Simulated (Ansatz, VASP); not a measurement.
One calculation of TiO, two programs

```xyz
2
Lattice="3.0310 0.0000 0.0000 -1.5155 2.6249 0.0000 0.0000 0.0000 3.2377" Properties=species:S:1:pos:R:3 pbc="T T T"
Ti    1.5155    0.8750    0.0000
O     0.0000    0.0000    1.6188
```

Alike in both runs: task single point; functional PBEsol; k mesh 3 × 3 × 4; occupations gaussian, width 0.1 eV; no spin polarisation.

|  | VASP | Ansatz |
| --- | --- | --- |
| version | VASP 6.6.1 | Ansatz 0.2.0 |
| potentials or method | VASP PAW PBE potentials, release 64 (Ti_sv, O), cutoff 520 eV | scalar-relativistic, plane waves, PAW |
| valence electrons in the cell | 18 | 18 |

|  | VASP | Ansatz | Ansatz less VASP |
| --- | --- | --- | --- |
| gap on the k mesh at the Fermi level (eV) | 0.05 | 0.05 | -0.001 |
| least direct gap on the mesh (eV) | 0.05 | 0.05 | -0.001 |

VASP's potentials were made for PBE, not for PBEsol. With one functional, cell and mesh, what is left measures potentials, basis and numerics.

The k mesh is coarse, so the values compare programs but aren't converged.
